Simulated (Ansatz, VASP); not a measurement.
Two plane-wave programs on Nb3As2

INCAR

```
PREC = Accurate
ENCUT = 600
EDIFF = 1E-7
ISMEAR = 0
SIGMA = 0.1
LREAL = F
LASPH = T
NELM = 80
ALGO = Fast
ISIF = 3
LWAVE = F
LCHARG = F
GGA = PE
IBRION = 2
NSW = 100
EDIFFG = -0.01
```

KPOINTS

```
regular mesh
0
Gamma
  8 8 8
```

File POSCAR:

```
Nb3As2
1.0
    4.7576523193      0.0000000000      0.0000000000
    0.0000000000      4.7576523193      0.0000000000
    0.0000000000      0.0000000000      4.7576523193
Nb As
3 2
Direct
    0.0000000000      0.5000000000      0.5000000000
    0.5000000000      0.0000000000      0.5000000000
    0.5000000000      0.5000000000      0.0000000000
    0.5000000000      0.5000000000      0.5000000000
    0.0000000000      0.0000000000      0.0000000000
```

Input for Ansatz:

```yaml
crystal:
  lattice:
    - [4.7576523193, 0.0, 0.0]
    - [0.0, 4.7576523193, 0.0]
    - [0.0, 0.0, 4.7576523193]
  atoms:
    - { symbol: Nb, position: [0.0, 0.5, 0.5] }
    - { symbol: Nb, position: [0.5, 0.0, 0.5] }
    - { symbol: Nb, position: [0.5, 0.5, 0.0] }
    - { symbol: As, position: [0.5, 0.5, 0.5] }
    - { symbol: As, position: [0.0, 0.0, 0.0] }
basis:
  ecutwfc: 420
kpoints:
  mp_grid: { grid: [8, 8, 8] }
hamiltonian:
  xc: pbe
scf:
  occupations: { method: gaussian, width: 0.1 }
output:
  forces: true
  stress: true
  eigenvalues: true
  write_density: true
  write_potential: true
  elf: true
  volumetric_format: npy
relax:
  adjacent_minimum: "off"
  f_tol: 0.01
  max_steps: 80
  cell: { stress_tol: 0.05 }
```

Alike in both runs: task relaxation of cell and atoms; functional PBE; k mesh 8 × 8 × 8; occupations gaussian, width 0.1 eV; no spin polarisation.

```csv
,VASP,Ansatz
version,VASP 6.6.1,Ansatz 0.2.0
potentials or method,"VASP PAW PBE potentials, release 64 (Nb_sv, As), cutoff 600 eV","scalar-relativistic, plane waves, PAW"
valence electrons in the cell,49,69
```

```tsv
	VASP	Ansatz	Ansatz less VASP
gap on the k mesh at the Fermi level, each at its own relaxed structure (eV)	none	none	-
relaxed volume (Å³/atom)	21.48	21.46	-0.026
relaxed length of the cell vector where the two differ most in proportion (Å)	4.754	4.752	-0.0019
```

A gap of «none» marks a metal or a gap that the smearing closes. VASP's potentials hold 49 valence electrons a cell and Ansatz's 69, so a difference there can come from the potentials and not from the codes.
